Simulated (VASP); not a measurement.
YSc, 2 atoms in the cell. The structure is hexagonal, space group P-6m2 (No. 187). The conventional cell has a = 3.626 Å, b = 3.626 Å, c = 5.404 Å, α = 90.00°, β = 90.00°, γ = 120.00°. Y (site symmetry -6m2) has 6 Sc at 3.42 Å and 6 Y at 3.63 Å within 4.5 Å. Sc (site symmetry -6m2) has 6 Y at 3.42 Å and 6 Sc at 3.63 Å within 4.5 Å.  This cell differs from its parent crystal: strain +0.030 along x and y, +0.000 along z.

```yaml
Program: VASP 6.6.1
Task: single point
Functional: r2SCAN
Potentials_or_basis: VASP PAW PBE potentials, release 64 (Y_sv, Sc_sv)
Cutoff: 520 eV
k_mesh: 15 × 15 × 10
Occupations: gaussian, width 0.15 eV
Spin: no spin polarisation
Dipole_correction: no
Further_INCAR_settings: ALGO = Normal; EDIFF = 1e-06; NBANDS = 18
```

Potentials or basis: VASP PAW PBE potentials, release 64 (Y_sv, Sc_sv).

The run is started by

```console
$ cat potpaw_PBE.64/Y_sv/POTCAR potpaw_PBE.64/Sc_sv/POTCAR > POTCAR
$ cp INCAR.step1 INCAR
$ mpirun -np 1 vasp_std > vasp.out
$ cp INCAR.step2 INCAR
$ mpirun -np 1 vasp_std > vasp.out
```

Hardware: 1 thread of Intel(R) Xeon(R) 6975P-C (Granite Rapids), on a shared host.

Q: Estimate the wall time of this run.

A: It took 4.2 min on 1 thread of Intel(R) Xeon(R) 6975P-C (Granite Rapids), on a shared host, peak memory 0.35 GiB. Counts: k points 162.
